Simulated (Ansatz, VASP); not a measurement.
## One calculation of Sr, two programs

Contents of INCAR:

```
ALGO = Fast
EDIFF = 1E-6
ENCUT = 520
GGA = PS
ISIF = 2
ISMEAR = 0
LASPH = True
LCHARG = False
LREAL = False
LWAVE = False
NBANDS = 11
NELM = 60
PREC = Accurate
SIGMA = 0.15
```

The input KPOINTS:

```
k-points
0
Gamma
  14 14 14
```

File POSCAR:

```
Sr
1.0
   -2.4250000000      2.4250000000      2.3522500000
    2.4250000000     -2.4250000000      2.3522500000
    2.4250000000      2.4250000000     -2.3522500000
Sr
1
Direct
    0.0000000000      0.0000000000      0.0000000000
```

Input for Ansatz:

```yaml
crystal:
  lattice:
    - [-2.425, 2.425, 2.35225]
    - [2.425, -2.425, 2.35225]
    - [2.425, 2.425, -2.35225]
  atoms:
    - { symbol: Sr, position: [0.0, 0.0, 0.0] }
basis:
  ecutwfc: 420
kpoints:
  mp_grid: { grid: [14, 14, 14] }
hamiltonian:
  xc: pbesol
scf:
  occupations: { method: gaussian, width: 0.15 }
output:
  forces: true
  stress: true
  eigenvalues: true
```

Change from the starting cell: strain +0.000 along x and y, -0.030 along z, atoms carried along.

Alike in both runs: task single point; functional PBEsol; k mesh 14 × 14 × 14; occupations gaussian, width 0.15 eV; no spin polarisation.

|  | VASP | Ansatz |
| --- | --- | --- |
| version | VASP 6.6.1 | Ansatz 0.2.0 |
| potentials or method | VASP PAW PBE potentials, release 64 (Sr_sv), cutoff 520 eV | scalar-relativistic, plane waves, PAW |
| valence electrons in the cell | 10 | 10 |

VASP gave:

* gap on the k mesh at the Fermi level (eV): none
* pressure (GPa): -0.8
* traceless stress, the component that is largest in VASP (GPa): 0.05

Question: Which values does Ansatz return?

Answer: gap on the k mesh at the Fermi level (eV): none; pressure (GPa): -0.9; traceless stress, the component that is largest in VASP (GPa): 0.05.

VASP's potentials were made for PBE, not for PBEsol. A gap of «none» marks a metal or a gap that the smearing closes.
